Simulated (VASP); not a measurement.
# C (Fd-3m) in VASP: single point with HSE06

Aim: the single point of C with HSE06.

Everything below comes from runs of VASP 6.6.1. Logs are shortened: lines on timing, memory, paths and dates and some standing lists are left out, and cuts for length are marked.

### 1 The cell of the first run

The structure is cubic, space group Fd-3m (No. 227). Conventional cell: a = 3.560 Å, b = 3.560 Å, c = 3.560 Å, α = 90.00°, β = 90.00°, γ = 90.00°. Within 2.1 Å of C (site symmetry -43m) lie 4 C at 1.54 Å.

### 2 Single point, HSE06

POSCAR

```
C
1.0
    0.0000000000      1.7801241425      1.7801241425
    1.7801241425      0.0000000000      1.7801241425
    1.7801241425      1.7801241425      0.0000000000
C
2
Direct
    0.0000000000      0.0000000000      0.0000000000
    0.2500000000      0.2500000000      0.2500000000
```

INCAR.step1

```
PREC = Accurate
ENCUT = 520
EDIFF = 1E-5
ISMEAR = 0
SIGMA = 0.01
LREAL = F
LASPH = T
NELM = 100
ALGO = Normal
ISIF = 2
LWAVE = T
LCHARG = F
NBANDS = 11
GGA = PE
```

INCAR.step2

```
PREC = Accurate
ENCUT = 520
EDIFF = 1E-6
ISMEAR = 0
SIGMA = 0.01
LREAL = F
LASPH = T
NELM = 100
ALGO = Normal
ISIF = 2
LWAVE = F
LCHARG = F
GGA = PE
LHFCALC = T
HFSCREEN = 0.2079
PRECFOCK = Normal
NBANDS = 11
ISTART = 1
```

KPOINTS

```
regular mesh
0
Gamma
  8 8 8
```

Potentials or basis: VASP PAW PBE potentials, release 64 (C).

The run is started by

```bash
cat potpaw_PBE.64/C/POTCAR > POTCAR
cp INCAR.step1 INCAR
mpirun -np 1 vasp_std > vasp.out
cp INCAR.step2 INCAR
mpirun -np 1 vasp_std > vasp.out
```

OUTCAR:

```text
PREC = Accurate
   ENCUT = 520
   EDIFF = 1E-6
   ISMEAR = 0
   LREAL = F
   LASPH = T
   NELM = 100
   ISIF = 2
   GGA = PE
   LHFCALC = T
   HFSCREEN = 0.2079
   PRECFOCK = Normal
   ISTART = 1

 ion  position               nearest neighbor table
   1  0.000  0.000  0.000-   2 1.54   2 1.54   2 1.54   2 1.54
   2  0.250  0.250  0.250-   1 1.54   1 1.54   1 1.54   1 1.54

  LATTYP: Found a face centered cubic cell.
 ALAT       =     3.5602482850

  Lattice vectors:

 A1 = (   0.0000000000,   1.7801241425,   1.7801241425)
 A2 = (   1.7801241425,   0.0000000000,   1.7801241425)
 A3 = (   1.7801241425,   1.7801241425,   0.0000000000)

Analysis of symmetry for initial positions (statically):
=====================================================================
 Subroutine PRICEL returns:
 Original cell was already a primitive cell.

 Routine SETGRP: Setting up the symmetry group for a
 face centered cubic supercell.

 Subroutine GETGRP returns: Found 48 space group operations
 (whereof 24 operations were pure point group operations)
 out of a pool of 48 trial point group operations.

The static configuration has the point symmetry T_d .
 The point group associated with its full space group is O_h .

Analysis of symmetry for dynamics (positions and initial velocities):
=====================================================================
 Subroutine PRICEL returns:
 Original cell was already a primitive cell.

 Routine SETGRP: Setting up the symmetry group for a
 face centered cubic supercell.

 Subroutine GETGRP returns: Found 48 space group operations
 (whereof 24 operations were pure point group operations)
 out of a pool of 48 trial point group operations.

The dynamic configuration has the point symmetry T_d .
 The point group associated with its full space group is O_h .

 Subroutine INISYM returns: Found 48 space group operations
 (whereof 24 operations are pure point group operations),
 and found     1 'primitive' translations

----------------------------------------------------------------------------------------

                                     Primitive cell

  volume of cell :      11.2819

  direct lattice vectors                    reciprocal lattice vectors
     0.000000000  1.780124143  1.780124143    -0.280879287  0.280879287  0.280879287
     1.780124143  0.000000000  1.780124143     0.280879287 -0.280879287  0.280879287
     1.780124143  1.780124143  0.000000000     0.280879287  0.280879287 -0.280879287

  length of vectors
     2.517475705  2.517475705  2.517475705     0.486497196  0.486497196  0.486497196

  position of ions in fractional coordinates (direct lattice)
     0.000000000  0.000000000  0.000000000
     0.250000000  0.250000000  0.250000000

  ion indices of the primitive-cell ions
   primitive index   ion index
                 1           1
                 2           2

----------------------------------------------------------------------------------------

 KPOINTS: regular mesh

Automatic generation of k-mesh.
 Grid dimensions read from file:
 generate k-points for:    8    8    8

 Generating k-lattice:

  Cartesian coordinates                     Fractional coordinates (reciprocal lattice)
    -0.035109911  0.035109911  0.035109911     0.125000000  0.000000000  0.000000000
     0.035109911 -0.035109911  0.035109911     0.000000000  0.125000000  0.000000000
     0.035109911  0.035109911 -0.035109911     0.000000000  0.000000000  0.125000000

  Length of vectors
     0.060812149  0.060812149  0.060812149

  Shift w.r.t. Gamma in fractional coordinates (k-lattice)
     0.000000000  0.000000000  0.000000000

 Subroutine IBZKPT returns following result:
 ===========================================

 Found     29 irreducible k-points:

 Following reciprocal coordinates:
            Coordinates               Weight
  0.000000  0.000000  0.000000      1.000000
  0.125000  0.000000  0.000000      8.000000
  0.250000  0.000000  0.000000      8.000000
  0.375000  0.000000  0.000000      8.000000
  0.500000  0.000000  0.000000      4.000000
  0.125000  0.125000  0.000000      6.000000
[... 16 lines left out ...]
  0.500000  0.250000  0.125000     48.000000
 -0.375000  0.250000  0.125000     24.000000
 [... further k-points ...]
   k-points           NKPTS =     29   k-points in BZ     NKDIM =    512   number of bands    NBANDS=     11
   number of dos      NEDOS =    301   number of ions     NIONS =      2
   total plane-waves  NPLWV =   8000
   dimension x,y,z NGX =    20 NGY =   20 NGZ =   20
   dimension x,y,z NGXF=    40 NGYF=   40 NGZF=   40
   ions per type =               2
   NGX,Y,Z   is equivalent  to a cutoff of  13.21, 13.21, 13.21 a.u.
   NGXF,Y,Z  is equivalent  to a cutoff of  26.41, 26.41, 26.41 a.u.
 SYSTEM =  unknown system
   PREC   = accura    normal or accurate (medium, high low for compatibility)
   ISTART =      1    job   : 0-new  1-cont  2-samecut
   ICHARG =      0    charge: 1-file 2-atom 10-const
   ISPIN  =      1    spin polarized calculation?
   LNONCOLLINEAR =      F non collinear calculations
   LSORBIT =      F    spin-orbit coupling
   LASPH  =      T    aspherical Exc in radial PAW
   ENCUT  =  520.0 eV  38.22 Ry    6.18 a.u.   4.68  4.68  4.68*2*pi/ulx,y,z
   NELM   =    100;   NELMIN=  2; NELMDL=  0     # of ELM steps
   EDIFF  = 0.1E-05   stopping-criterion for ELM
   LREAL  =      F    real-space projection
   EDIFFG = 0.1E-04   stopping-criterion for IOM
   NSW    =      0    number of steps for IOM
   IBRION =     -1    ionic relax: 0-MD 1-quasi-New 2-CG
   NFREE  =      0    steps in history (QN), initial steepest desc. (CG)
   ISIF   =      2    stress and relaxation
   ISYM   =      3    0-nonsym 1-usesym 2-fastsym
   POTIM  = 0.5000    time-step for ionic-motion
   TEBEG  =    0.0;   TEEND  =   0.0 temperature during run
   PSTRESS=    0.0 pullay stress
   NELECT =       8.0000    total number of electrons
   NUPDOWN=      -1.0000    fix difference up-down
   EMIN   =  10.00;   EMAX   =-10.00  energy-range for DOS
   EFERMI =   0.00;   METHOD = LEGACY
   ISMEAR =     0;   SIGMA  =   0.01  broadening in eV -4-tet -1-fermi 0-gaus
   EFERMI_NEDOS =   21; number of points for ismear=-14 and -15
   IALGO  =     38    algorithm
   IMIX   =      1    mixing-type and parameters
     AMIX     =   0.40;   BMIX     =  1.00
     AMIX_MAG =   1.60;   BMIX_MAG =  1.00
  volume/ion in A,a.u.               =       5.64        38.07
  Fermi-wavevector in a.u.,A,eV,Ry     =   1.459860  2.758735 28.996616  2.131191
  Thomas-Fermi vector in A             =   2.576377
   LORBIT       =      0    0 simple, 1 ext, 2 COOP (PROOUT), +10 PAW based schemes
   GGA     = PE    functional components
   LHFCALC =     T    Hartree Fock is set to
   PRECFOCK=normal    Normal, Fast or Accurate (Low or Medium for compatibility)
   ENCUT4O =  -1.0   cutoff for four orbital integrals eV
   NKREDX  =     1    reduce k-point grid by
   NKREDY  =     1    reduce k-point grid by
   NKREDZ  =     1    reduce k-point grid by
   AEXX    =    0.2500 exact exchange contribution
   HFSCREEN=    0.2079 screening length (either q_TF or 0.3 A-1)
   HFSCREENC=   0.2079 screening length for correlation (either q_TF or 0.3 A-1)
   ENCUTFOCK=  -1.0 apply spherical cutoff to Coloumb kernel
   IVDW    =     0    specifies the selected vdW correction
   LEPSILON=     F    determine dielectric tensor
   LRPA    =     F    only Hartree local field effects (RPA)
 non-spin polarized calculation
 Gauss-broadening in eV      SIGMA  =   0.01
  energy-cutoff  :      520.00
  volume of cell :       11.28
 maximum number of plane-waves:       314
  NGX = 16; NGY = 16; NGZ = 16

 number of electron       7.9999999 magnetization

 Free energy of the ion-electron system (eV)
  ---------------------------------------------------
  ext. energy  EPLUGINS =         0.00000000
  ---------------------------------------------------
  free energy    TOTEN  =       -21.05081071 eV

  energy without entropy =      -21.05081071  energy(sigma->0) =      -21.05081071

 E-fermi :   9.2654     XC(G=0): -10.8444

 val. band max:        9.1911915500   @ k =   0.0000   0.0000   0.0000
 cond. band min:      14.4828349067   @ k =   0.3750   0.3750   0.0000
 fundamental gap:      5.2916433566
 Fermi energy:         9.2653528150

 k-point     1 :       0.0000    0.0000    0.0000
  band No.  band energies     occupation
      1     -14.4219      2.00000
      2       9.1912      2.00000
      3       9.1912      2.00000
      4       9.1912      2.00000
      5      16.1782      0.00000
      6      16.1782      0.00000
      7      16.1782      0.00000
      8      24.5832      0.00000
      9      30.1092      0.00000
     10      37.5525      0.00000
     11      37.5525      0.00000

 k-point     2 :       0.1250    0.0000    0.0000
  band No.  band energies     occupation
      1     -13.9525      2.00000
      2       6.5730      2.00000
      3       8.4935      2.00000
      4       8.4935      2.00000
      5      17.1040      0.00000
      6      17.1040      0.00000
      7      17.5148      0.00000
      8      24.9739      0.00000
      9      30.8514      0.00000
     10      34.3567      0.00000
     11      34.3567      0.00000

 k-point     3 :       0.2500    0.0000    0.0000
  band No.  band energies     occupation
      1     -12.5582      2.00000
      2       1.9500      2.00000
      3       7.2903      2.00000
      4       7.2903      2.00000
      5      18.5600      0.00000
      6      18.5600      0.00000
      7      18.8642      0.00000
      8      25.9370      0.00000
      9      31.7341      0.00000
     10      33.2716      0.00000
     11      33.2716      0.00000
[... 267 lines left out ...]
 k-point    23 :       0.5000    0.2500    0.1250
  band No.  band energies     occupation
      1      -9.1295      2.00000
      2      -1.6604      2.00000
      3       2.3007      2.00000
      4       4.7228      2.00000
      5      18.6540      0.00000
      6      20.4421      0.00000
      7      23.5289      0.00000
      8      24.4874      0.00000
      9      31.3858      0.00000
     10      33.6858      0.00000
     11      37.4774      0.00000

 k-point    24 :      -0.3750    0.2500    0.1250
  band No.  band energies     occupation
      1      -7.0621      2.00000
      2      -4.3951      2.00000
      3       2.2474      2.00000
      4       4.0637      2.00000
      5      18.9355      0.00000
      6      20.2878      0.00000
      7      24.3327      0.00000
      8      26.2220      0.00000
      9      29.2515      0.00000
     10      35.5677      0.00000
     11      37.6043      0.00000

 [... further k-points ...]

------------------------ aborting loop because EDIFF is reached ----------------------------------------

  FORCE on cell =-STRESS in cart. coord.  units (eV):
  Direction    XX          YY          ZZ          XY          YZ          ZX
  --------------------------------------------------------------------------------------
  -------------------------------------------------------------------------------------
  Total       -0.3420549     -0.3420549     -0.3420549     -0.0000000      0.0000000     -0.0000000
  in kB      -48.5764208    -48.5764208    -48.5764208     -0.0000000      0.0000000     -0.0000000
  external PRESSURE =     -48.5764208 kB  Pullay stress =       0.0000000 kB

 VOLUME and BASIS-vectors are now :
 -----------------------------------------------------------------------------
  energy-cutoff  :      520.00
  volume of cell :       11.28
      direct lattice vectors                 reciprocal lattice vectors
     0.000000000  1.780124143  1.780124143    -0.280879287  0.280879287  0.280879287
     1.780124143  0.000000000  1.780124143     0.280879287 -0.280879287  0.280879287
     1.780124143  1.780124143  0.000000000     0.280879287  0.280879287 -0.280879287

 POSITION                                       TOTAL-FORCE (eV/Angst)
 -----------------------------------------------------------------------------------
      0.00000      0.00000      0.00000        -0.000000     -0.000000     -0.000000
      0.89006      0.89006      0.89006         0.000000      0.000000      0.000000
 -----------------------------------------------------------------------------------
    total drift:                               -0.000000      0.000000     -0.000000

  FREE ENERGIE OF THE ION-ELECTRON SYSTEM (eV)
  ---------------------------------------------------
  free  energy   TOTEN  =       -21.0508107094 eV

  energy  without entropy=      -21.0508107094  energy(sigma->0) =      -21.05081071
```

It took 12 min on 1 thread of Intel Xeon 8259CL, shared host; peak memory 0.22 GiB.

Results:

```
Free energy            : -21.0508 eV
Pressure               : -4.9 GPa
Band gap on the k mesh : 5.29 eV (least direct gap 6.99 eV)
```

Caveat: the cell stands under tension; the PAW data sets were made with another functional, which shifts forces and pressure a little.
